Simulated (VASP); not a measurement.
**Ga: single point with PBE**

Crystal: Ga.

```
Ga
1.0
     2.37084   -3.97356    0.00000
     2.37084    3.97356    0.00000
     0.00000    0.00000    4.66445
Ga
4
Cartesian
  2.3708 -2.7355 0.3916
  2.3708 -1.2381 2.7238
  2.3708 2.7355 4.2729
  2.3708 1.2381 1.9407
```

This cell differs from its parent crystal: volume scaled by 1.08.

| Property | Result |
| --- | --- |
| Program | VASP 6.6.1 |
| Task | single point |
| Functional | PBE |
| Potentials or basis | VASP PAW PBE potentials, release 64 (Ga_d) |
| Cutoff | 520 eV |
| k mesh | 11 × 11 × 9 |
| Occupations | fermi-dirac, width 0.1 eV |
| Spin | no spin polarisation |

| Quantity | Value |
| --- | --- |
| Pressure | -3.0 GPa |
| Largest force | 0.067 eV/Å |
| Band gap on the k mesh | zero (band 26 reaches 4.40 eV, above the bottom of band 27 at 3.34 eV) |

Forces on the atoms (eV/Å):
```
Ga   0.000  0.067 -0.008
Ga   0.000 -0.067 -0.008
Ga   0.000 -0.067  0.008
Ga   0.000  0.067  0.008
```

Stress tensor (GPa, compression positive):
```
-3.07  0.00  0.00
 0.00 -3.08  0.00
 0.00  0.00 -2.80
```

Levels at points of the mesh, in eV from the Fermi level:
```csv
k point,band 22,band 23,band 24,band 25,band 26,band 27,band 28,band 29,band 30,band 31
"(0.00, 0.00, 0.00)",-4.13,-3.41,-2.19,-1.51,-0.55,0.78,0.91,1.07,4.48,5.09
```

Run time: 6 min on 1 thread of Intel(R) Xeon(R) Platinum 8488C (Sapphire Rapids), with other jobs on the host, peak memory 0.47 GiB.
